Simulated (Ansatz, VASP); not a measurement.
TiN: VASP beside Ansatz

```
Ti N
1.0
     0.00000    2.15304    2.15304
     2.15304    0.00000    2.15304
     2.15304    2.15304    0.00000
Ti N
1 1
Direct
  0.50000 0.50000 0.50000
  0.00000 0.00000 0.00000
```

Alike in both runs: task single point; functional PBE; k mesh 8 × 8 × 8; occupations gaussian, width 0.05 eV; collinear spin.

|  | VASP | Ansatz |
| --- | --- | --- |
| version | VASP 6.6.1 | Ansatz 0.2.0 |
| potentials or method | VASP PAW PBE potentials, release 64 (Ti_sv, N), cutoff 520 eV | scalar-relativistic, plane waves, PAW |
| valence electrons in the cell | 17 | 17 |

```tsv
	VASP	Ansatz	Ansatz less VASP
gap on the k mesh at the Fermi level (eV)	none	none	-
pressure (GPa)	-9.9	-10.3	-0.41
net moment per atom (μB)	0.05	0.05	+0.003
size of the moment on the site where the two differ most (μB)	0.07	0.06	-0.010
```

Site moments also hang on the region over which each program counts them. A gap of «none» marks a metal or a gap that the smearing closes. The functional is the same, so the differences come from potentials, cutoffs and numerics.
